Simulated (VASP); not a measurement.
# Zr (P6_3/mmc) in VASP: notebook

The runs below take Zr through single point, relaxation of cell and atoms, with PBEsol.

All numbers are computed with VASP 6.6.1; they aren't measurements. Logs are shortened: lines on timing, memory, paths and dates and some standing lists are left out, and cuts for length are marked.

## (1) The cell of the first run

The structure is hexagonal, space group P6_3/mmc (No. 194). Conventional cell: a = 3.183 Å, b = 3.183 Å, c = 5.118 Å, α = 90.00°, β = 90.00°, γ = 120.00°. Within 4.1 Å of Zr (site symmetry -6m2) lie 12 Zr at 3.15 to 3.18 Å.

## (2) Single point, PBEsol

File INCAR:

```
ALGO = Normal
EDIFF = 1E-6
ENCUT = 520
GGA = PS
ISIF = 2
ISMEAR = 0
LASPH = True
LCHARG = False
LREAL = False
LWAVE = False
NBANDS = 19
NELM = 60
PREC = Accurate
SIGMA = 0.1
```

File KPOINTS:

```
k-points
0
Gamma
  15 15 8
```

File POSCAR:

```
Zr
1.0
    3.1834341199      0.0000000000      0.0000000000
   -1.5917170599      2.7569348191      0.0000000000
    0.0000000000      0.0000000000      5.1176681063
Zr
2
Direct
    0.3333333333      0.6666666667      0.2500000000
    0.6666666667      0.3333333333      0.7500000000
```

Potentials or basis: VASP PAW PBE potentials, release 64 (Zr_sv).

The run is started by

```
cat potpaw_PBE.64/Zr_sv/POTCAR > POTCAR
mpirun -np 1 vasp_std > vasp.out
```

OUTCAR:

```text
EDIFF = 1E-6
   ENCUT = 520
   GGA = PS
   ISIF = 2
   ISMEAR = 0
   LASPH = True
   LREAL = False
   NELM = 60
   PREC = Accurate

 ion  position               nearest neighbor table
   1  0.333  0.667  0.250-   2 3.15   2 3.15   2 3.15   2 3.15   2 3.15   2 3.15
   2  0.667  0.333  0.750-   1 3.15   1 3.15   1 3.15   1 3.15   1 3.15   1 3.15

  LATTYP: Found a hexagonal cell.
 ALAT       =     3.1834341199
 C/A-ratio  =     1.6075935338

  Lattice vectors:

 A1 = (   3.1834341199,   0.0000000000,   0.0000000000)
 A2 = (  -1.5917170599,   2.7569348191,   0.0000000000)
 A3 = (   0.0000000000,   0.0000000000,   5.1176681063)

Analysis of symmetry for initial positions (statically):
=====================================================================
 Subroutine PRICEL returns:
 Original cell was already a primitive cell.

 Routine SETGRP: Setting up the symmetry group for a
 hexagonal supercell.

 Subroutine GETGRP returns: Found 24 space group operations
 (whereof 12 operations were pure point group operations)
 out of a pool of 24 trial point group operations.

The static configuration has the point symmetry D_3d.
 The point group associated with its full space group is D_6h.

Analysis of symmetry for dynamics (positions and initial velocities):
=====================================================================
 Subroutine PRICEL returns:
 Original cell was already a primitive cell.

 Routine SETGRP: Setting up the symmetry group for a
 hexagonal supercell.

 Subroutine GETGRP returns: Found 24 space group operations
 (whereof 12 operations were pure point group operations)
 out of a pool of 24 trial point group operations.

The dynamic configuration has the point symmetry D_3d.
 The point group associated with its full space group is D_6h.

 Subroutine INISYM returns: Found 24 space group operations
 (whereof 12 operations are pure point group operations),
 and found     1 'primitive' translations

----------------------------------------------------------------------------------------

                                     Primitive cell

  volume of cell :      44.9153

  direct lattice vectors                    reciprocal lattice vectors
     3.183434120  0.000000000  0.000000000     0.314126180  0.181360835  0.000000000
    -1.591717060  2.756934819  0.000000000     0.000000000  0.362721669  0.000000000
     0.000000000  0.000000000  5.117668106     0.000000000  0.000000000  0.195401495

  length of vectors
     3.183434120  3.183434120  5.117668106     0.362721669  0.362721669  0.195401495

  position of ions in fractional coordinates (direct lattice)
[... 75 lines left out ...]
   LSORBIT =      F    spin-orbit coupling
   LASPH  =      T    aspherical Exc in radial PAW
   ENCUT  =  520.0 eV  38.22 Ry    6.18 a.u.   5.92  5.92  9.52*2*pi/ulx,y,z
   NELM   =     60;   NELMIN=  2; NELMDL= -5     # of ELM steps
   EDIFF  = 0.1E-05   stopping-criterion for ELM
   LREAL  =      F    real-space projection
   EDIFFG = 0.1E-04   stopping-criterion for IOM
   NSW    =      0    number of steps for IOM
   IBRION =     -1    ionic relax: 0-MD 1-quasi-New 2-CG
   NFREE  =      0    steps in history (QN), initial steepest desc. (CG)
   ISIF   =      2    stress and relaxation
   ISYM   =      2    0-nonsym 1-usesym 2-fastsym
   POTIM  = 0.5000    time-step for ionic-motion
   TEBEG  =    0.0;   TEEND  =   0.0 temperature during run
   PSTRESS=    0.0 pullay stress
   NELECT =      24.0000    total number of electrons
   NUPDOWN=      -1.0000    fix difference up-down
   EMIN   =  10.00;   EMAX   =-10.00  energy-range for DOS
   EFERMI =   0.00;   METHOD = LEGACY
   ISMEAR =     0;   SIGMA  =   0.10  broadening in eV -4-tet -1-fermi 0-gaus
   EFERMI_NEDOS =   21; number of points for ismear=-14 and -15
   IALGO  =     38    algorithm
   IMIX   =      4    mixing-type and parameters
     AMIX     =   0.40;   BMIX     =  1.00
     AMIX_MAG =   1.60;   BMIX_MAG =  1.00
  volume/ion in A,a.u.               =      22.46       151.55
  Fermi-wavevector in a.u.,A,eV,Ry     =   1.328456  2.510417 24.011488  1.764795
  Thomas-Fermi vector in A             =   2.457692
   LORBIT       =      0    0 simple, 1 ext, 2 COOP (PROOUT), +10 PAW based schemes
   GGA     = PS    functional components
   LHFCALC =     F    Hartree Fock is set to
   AEXX    =    0.0000 exact exchange contribution
   IVDW    =     0    specifies the selected vdW correction
   LEPSILON=     F    determine dielectric tensor
   LRPA    =     F    only Hartree local field effects (RPA)
 non-spin polarized calculation
 Gauss-broadening in eV      SIGMA  =   0.10
  energy-cutoff  :      520.00
  volume of cell :       44.92
 maximum number of plane-waves:      1230
 NGX is ok and might be reduce to    24
   NGX = 11   NGY = 11   NGZ = 19

 number of electron      24.0000000 magnetization

 Free energy of the ion-electron system (eV)
  ---------------------------------------------------
  ext. energy  EPLUGINS =         0.00000000
  ---------------------------------------------------
  free energy    TOTEN  =       -18.16744973 eV

  energy without entropy =      -18.15722571  energy(sigma->0) =      -18.16233772

 E-fermi :   9.2878     XC(G=0): -11.3679

 val. band max:        9.2751458707   @ k =   0.1333   0.0000   0.3750
 cond. band min:       9.2883188923   @ k =   0.3333   0.3333   0.5000
 fundamental gap:      0.0131730216
 Fermi energy:         9.2877771940

 k-point     1 :       0.0000    0.0000    0.0000
  band No.  band energies     occupation
      1     -39.3941      2.00000
      2     -39.2191      2.00000
      3     -18.0057      2.00000
      4     -17.0221      2.00000
      5     -17.0221      2.00000
      6     -16.8851      2.00000
[... 505 lines left out ...]
      6     -17.4125      2.00000
[... 11 lines left out ...]
     18      14.2821      0.00000
     19      16.0115      0.00000

 [... further k-points ...]
[... 5 lines left out ...]
  --------------------------------------------------------------------------------------
  -------------------------------------------------------------------------------------
  Total        0.0155335      0.0155335      0.0167195      0.0000000      0.0000000      0.0000000
  in kB        0.5540972      0.5540972      0.5964014      0.0000000      0.0000000      0.0000000
  external PRESSURE =       0.5681986 kB  Pullay stress =       0.0000000 kB

 VOLUME and BASIS-vectors are now :
 -----------------------------------------------------------------------------
  energy-cutoff  :      520.00
  volume of cell :       44.92
      direct lattice vectors                 reciprocal lattice vectors
     3.183434120  0.000000000  0.000000000     0.314126180  0.181360835  0.000000000
    -1.591717060  2.756934819  0.000000000     0.000000000  0.362721669  0.000000000
     0.000000000  0.000000000  5.117668106     0.000000000  0.000000000  0.195401495

 POSITION                                       TOTAL-FORCE (eV/Angst)
 -----------------------------------------------------------------------------------
     -0.00000      1.83796      1.27942         0.000000      0.000000      0.000000
      1.59172      0.91898      3.83825        -0.000000     -0.000000      0.000000
 -----------------------------------------------------------------------------------
    total drift:                               -0.000000      0.000000     -0.000000

  FREE ENERGIE OF THE ION-ELECTRON SYSTEM (eV)
  ---------------------------------------------------
  free  energy   TOTEN  =       -18.1674497291 eV

  energy  without entropy=      -18.1572257110  energy(sigma->0) =      -18.16233772
```

stdout:

```text
POSCAR found type information on POSCAR Zr
 POSCAR found :  1 types and       2 ions
 scaLAPACK will be used
 -----------------------------------------------------------------------------
|                                                                             |
|                                                                             |
|     You enforced a specific xc type in the INCAR file but a different       |
|     I HOPE YOU KNOW WHAT YOU ARE DOING!                                     |
|                                                                             |
 -----------------------------------------------------------------------------

 LDA part: xc-table for (Slater+PW92), standard interpolation
 POSCAR, INCAR and KPOINTS ok, starting setup
 FFT: planning ... GRIDC
 FFT: planning ... GRID_SOFT
 FFT: planning ... GRID
 WAVECAR not read
 entering main loop
```

Wall time 55 s (1 thread of Intel Xeon 6975P-C, shared host); peak memory 0.22 GiB.

What came out:

```yaml
Free_energy: -18.1674 eV
Pressure: 0.1 GPa
Band_gap_on_the_k_mesh: zero (band 12 reaches 10.25 eV, above the bottom of band 13 at 8.94 eV)
```

Levels at points of the mesh, in eV from the Fermi level:
| k point | band 8 | band 9 | band 10 | band 11 | band 12 | band 13 | band 14 | band 15 | band 16 | band 17 |
| --- | --- | --- | --- | --- | --- | --- | --- | --- | --- | --- |
| (0.00, 0.00, 0.00) | -26.16 | -5.75 | -3.16 | 0.86 | 0.86 | 0.93 | 1.23 | 1.57 | 1.57 | 2.25 |
| (0.00, 0.00, 0.50) | -26.23 | -4.02 | -4.02 | -0.02 | -0.02 | 0.78 | 0.78 | 0.78 | 0.78 | 4.10 |

Caveat: the PAW data sets were made with another functional, which shifts forces and pressure a little.

## (3) Relaxation of cell and atoms, PBEsol

This run uses another cell than the first one, of 23.39 Å³/atom, 1.042 times its volume.

File INCAR:

```
SYSTEM = Zr
  ALGO = Fast
  EDIFF = 1E-7
  EDIFFG = -0.005
  ENCUT = 600
  GGA = PS
  IBRION = 2
  ISIF = 3
  ISMEAR = 0
  LASPH = .TRUE.
  LCHARG = .FALSE.
  LREAL = .FALSE.
  LWAVE = .FALSE.
  NELM = 80
  NSW = 70
  PREC = Accurate
  SIGMA = 0.1
```

File KPOINTS:

```
k-points
0
G
  15 15 8
  0 0 0
```

File POSCAR:

```
Zr
1.0
    3.2327898639      0.0000000000      0.0000000000
   -1.6163949319      2.7996781472      0.0000000000
    0.0000000000      0.0000000000      5.1691199241
Zr
2
Direct
    0.3333333333      0.6666666667      0.2500000000
    0.6666666667      0.3333333333      0.7500000000
```

Potentials or basis: VASP PAW PBE potentials, release 64 (Zr_sv).

The run is started by

```
cat potpaw_PBE.64/Zr_sv/POTCAR > POTCAR
mpirun -np 1 vasp_std > vasp.out
```

It took 15 min on 1 thread of Intel Xeon 6975P-C, shared host; peak memory 0.27 GiB.

The run converged. Its results:

```yaml
Free_energy: -18.1686 eV
Relaxed_volume: 22.48 Å³/atom
Relaxed_cell: a = 3.184 Å, b = 3.184 Å, c = 5.119 Å, α = 90.00°, β = 90.00°, γ = 120.00°
Space_group_after_relaxing_to_0.05_Å: P6_3/mmc (No. 194)
Energy_gained_by_relaxing: 10.9 meV/atom
Ionic_steps: 8
Pressure_after_relaxing: 0.0 GPa
Band_gap_on_the_k_mesh: zero (band 12 reaches 10.23 eV, above the bottom of band 13 at 8.93 eV)
```

The path:
```tsv
step	energy change (eV)	largest force (eV/Å)	pressure (GPa)	volume (Å³)
1	0.0000	0.0000	-3.70	46.78
2	0.0007	0.0000	4.21	43.22
3	-0.0216	0.0000	-0.03	44.98
4	-0.0216	0.0000	0.06	44.95
5	-0.0217	0.0000	0.05	44.93
6	-0.0218	0.0000	0.05	44.93
7	-0.0218	0.0000	-0.07	44.98
8	-0.0218	0.0000	0.00	44.95
```

Final structure:
```
Zr
1.0
     3.18447    0.00000    0.00000
    -1.59224    2.75783    0.00000
     0.00000    0.00000    5.11862
Zr
2
Direct
  0.33333 0.66667 0.25000
  0.66667 0.33333 0.75000
```

Levels at points of the mesh, in eV from the Fermi level:
| k point | band 9 | band 10 | band 11 | band 12 | band 13 | band 14 | band 15 | band 16 |
| --- | --- | --- | --- | --- | --- | --- | --- | --- |
| (0.00, 0.00, 0.00) | -5.75 | -3.16 | 0.86 | 0.86 | 0.93 | 1.23 | 1.57 | 1.57 |
| (0.00, 0.00, 0.50) | -4.02 | -4.02 | -0.02 | -0.02 | 0.78 | 0.78 | 0.78 | 0.78 |

Caveat: the PAW data sets were made with another functional, which shifts forces and pressure a little.
